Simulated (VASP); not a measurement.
# Ce: single point with PBE

Crystal: Ce.

```
Ce
1.0
     0.00000    2.37746    2.37746
     2.37746    0.00000    2.37746
     2.37746    2.37746    0.00000
Ce
1
Cartesian
  0.0000 0.0000 0.0000
```

```yaml
Program: VASP 6.6.1
Task: single point
Functional: PBE
Potentials_or_basis: VASP PAW PBE potentials, release 64 (Ce)
Cutoff: 520 eV
k_mesh: 12 × 12 × 12
Occupations: fermi-dirac, width 0.1 eV
Spin: no spin polarisation
```

```yaml
Pressure: -0.3 GPa
Band_gap_on_the_k_mesh: zero (band 6 reaches 9.56 eV, above the bottom of band 7 at 9.03 eV)
```

Levels at points of the mesh, in eV from the Fermi level:
```csv
k point,band 3,band 4,band 5,band 6,band 7,band 8,band 9,band 10
"(0.00, 0.00, 0.00)",-15.97,-15.97,-2.92,-0.17,0.41,0.41,0.41,1.15
"(0.50, 0.00, 0.00)",-16.32,-16.32,-2.05,-0.08,0.49,0.49,0.76,0.97
"(0.50, 0.50, 0.00)",-16.96,-16.96,-2.81,-2.15,0.54,0.64,0.64,0.70
```

It took 34 s on 1 thread of Intel Xeon 6975P-C (shared host), peak memory 0.18 GiB.

Caveat: spin-orbit coupling is left out, which moves the levels of the heavy elements. Spin polarisation is off, so any magnetic state and its effect on volume and gap are missing.
